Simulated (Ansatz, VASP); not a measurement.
# BaTiO3: VASP beside Ansatz

```
Ba Ti O
1.0
     3.98535    0.00000    0.00000
     0.00000    3.98535    0.00000
     0.00000    0.00000    4.20181
Ba Ti O
1 1 3
Direct
  0.00000 0.00000 0.98632
  0.50000 0.50000 0.46908
  0.50000 0.50000 0.03785
  0.50000 0.00000 0.51738
  0.00000 0.50000 0.51738
```

Alike in both runs: functional PBE; k mesh 8 × 8 × 8; occupations gaussian, width 0.02 eV; no spin polarisation.

Ansatz relaxed the structure, and its values are those at the end. VASP's run is a single point on that final structure, the one shown.

|  | VASP | Ansatz |
| --- | --- | --- |
| version | VASP 6.6.1 | Ansatz 0.2.0 |
| potentials or method | VASP PAW PBE potentials, release 64 (Ba_sv, Ti_sv, O_h), cutoff 1340 eV | scalar-relativistic, plane waves, PAW |
| valence electrons in the cell | 40 | 40 |

Ansatz gave:

* gap on the k mesh at the Fermi level (eV): 1.84
* least direct gap on the mesh (eV): 2.39
* pressure (GPa): 0.0
* rms of the force components (eV/Å): 0.000

Question: Which values does VASP return?

Answer: gap on the k mesh at the Fermi level (eV): 1.79; least direct gap on the mesh (eV): 2.36; pressure (GPa): 1.4; rms of the force components (eV/Å): 0.021.

With one functional, cell and mesh, what is left measures potentials, basis and numerics.

Spin-orbit coupling is off throughout.
